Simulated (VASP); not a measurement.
Runs of VASP 6.6.1 on LaAl2N3. The structure is that of space group I4/mmm (No. 139), or close to it. The cells are those of the table. 

```csv
level,cell,k mesh,gap on the mesh (eV),pressure (GPa),largest force (eV/Å)
r2SCAN,"a = 7.015 Å, angles 150.9, 150.9, 41.6°, 6 atoms",8 × 8 × 8,0.42,(a),0.40
r2SCAN,"a = 6.948 Å, angles 150.9, 150.9, 41.6°, 6 atoms",8 × 8 × 8,(b),-5.3,0.20
PBE,"a = 6.880 Å, angles 150.9, 150.9, 41.6°, 6 atoms",10 × 10 × 10,0.11,2.2,0.23
r2SCAN,"a = 6.880 Å, angles 150.9, 150.9, 41.6°, 6 atoms",10 × 10 × 10,(c),-0.5,0.06
```

Alike in all rows: task single point; potentials or basis VASP PAW PBE potentials, release 64 (La, N, Al); no spin polarisation; cutoff (eV) 520; smearing fermi-dirac 0.02 eV.

Question: Estimate the missing entries.

Answer: (a) -9.3; (b) 0.51; (c) 0.59.

Caveats: spin-orbit coupling is left out, which moves the levels of the heavy elements; the PAW data sets were made with another functional, which shifts forces and pressure a little (at least some runs); the cell stands under tension (at least some runs).

A k mesh can miss the band edges, and the runs leave out spin-orbit coupling on La.
